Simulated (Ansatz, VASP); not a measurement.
# One calculation of BaO, two programs

The input INCAR:

```
SYSTEM = BaO
PREC = Accurate
ENCUT = 600
EDIFF = 1E-6
ISMEAR = 0
SIGMA = 0.1
LREAL = .False.
LASPH = .True.
NELM = 120
ALGO = Normal
ISIF = 2
LWAVE = .False.
LCHARG = .True.
GGA = PS
LELF = .True.
LVHAR = .True.
NBANDS = 15
GGA_COMPAT = .False.
```

KPOINTS

```
regular mesh
0
Gamma
  6 6 6
  0 0 0
```

POSCAR

```
BaO
1.0
    0.0000000000      2.7600000000      2.7600000000
    2.7600000000      0.0000000000      2.7600000000
    2.7600000000      2.7600000000      0.0000000000
Ba O
1 1
Direct
    0.0000000000      0.0000000000      0.0000000000
    0.5000000000      0.5000000000      0.5000000000
```

Input for Ansatz:

```yaml
crystal:
  lattice:
    - [0.0, 2.76, 2.76]
    - [2.76, 0.0, 2.76]
    - [2.76, 2.76, 0.0]
  atoms:
    - { symbol: Ba, position: [0.0, 0.0, 0.0] }
    - { symbol: O, position: [0.5, 0.5, 0.5] }
basis:
  ecutwfc: 420
kpoints:
  mp_grid: { grid: [6, 6, 6] }
hamiltonian:
  xc: pbesol
  pseudopotentials: { kind: paw, azcp: { folder: soft_1 } }
scf:
  occupations: { method: gaussian, width: 0.1 }
output:
  forces: true
  stress: true
  eigenvalues: true
```

Alike in both runs: task single point; functional PBEsol; k mesh 6 × 6 × 6; occupations gaussian, width 0.1 eV; no spin polarisation.

|  | VASP | Ansatz |
| --- | --- | --- |
| version | VASP 6.6.1 | Ansatz 0.2.0 |
| potentials or method | VASP PAW PBE potentials, release 64 (Ba_sv, O), cutoff 600 eV | scalar-relativistic, plane waves, PAW |
| valence electrons in the cell | 16 | 16 |

|  | VASP | Ansatz | Ansatz less VASP |
| --- | --- | --- | --- |
| gap on the k mesh at the Fermi level (eV) | 1.83 | 1.90 | +0.069 |
| least direct gap on the mesh (eV) | 1.83 | 1.90 | +0.069 |
| pressure (GPa) | 0.5 | -1.2 | -1.70 |

VASP's potentials were made for PBE, not for PBEsol, and Ansatz warns of the same on its side.

Spin-orbit coupling is off throughout.
